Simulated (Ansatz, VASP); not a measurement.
Na2CdGa in VASP and in Ansatz

```
Na Cd Ga
1.0
     4.65353    0.00000    0.00000
    -2.32676    4.03007    0.00000
     0.00000    0.00000   10.62694
Na Cd Ga
4 2 2
Direct
  0.33333 0.66667 0.41930
  0.66667 0.33333 0.91930
  0.33333 0.66667 0.08070
  0.66667 0.33333 0.58070
  0.00000 0.00000 0.25000
  0.00000 0.00000 0.75000
  0.33333 0.66667 0.75000
  0.66667 0.33333 0.25000
```

Alike in both runs: functional r2SCAN; k mesh 4 × 4 × 2; occupations methfessel-paxton of order 1, width 0.025 eV; no spin polarisation.

Ansatz relaxed the structure, and its values are those at the end. VASP's run is a single point on that final structure, the one shown.

|  | VASP | Ansatz |
| --- | --- | --- |
| version | VASP 6.6.1 | Ansatz 0.2.0 |
| potentials or method | VASP PAW PBE potentials, release 64 (Na_pv, Cd, Ga_d), cutoff 520 eV | PAW plane waves |
| valence electrons in the cell | 78 | 102 |

VASP gave:

- gap on the k mesh at the Fermi level (eV): none
- pressure (GPa): 0.1
- rms of the force components (eV/Å): 0.010

Which values does Ansatz return?

gap on the k mesh at the Fermi level (eV): none; pressure (GPa): 0.0; rms of the force components (eV/Å): 0.003.

VASP's potentials were made for PBE, not for r2SCAN. A gap of «none» marks a metal or a gap that the smearing closes. The functional is the same, so the differences come from potentials, cutoffs and numerics. VASP's potentials hold 78 valence electrons a cell and Ansatz's 102, so a difference there can come from the potentials and not from the codes. Ansatz's warnings: structure snapped to symmetry.

The k mesh is coarse, so the values compare programs but aren't converged.
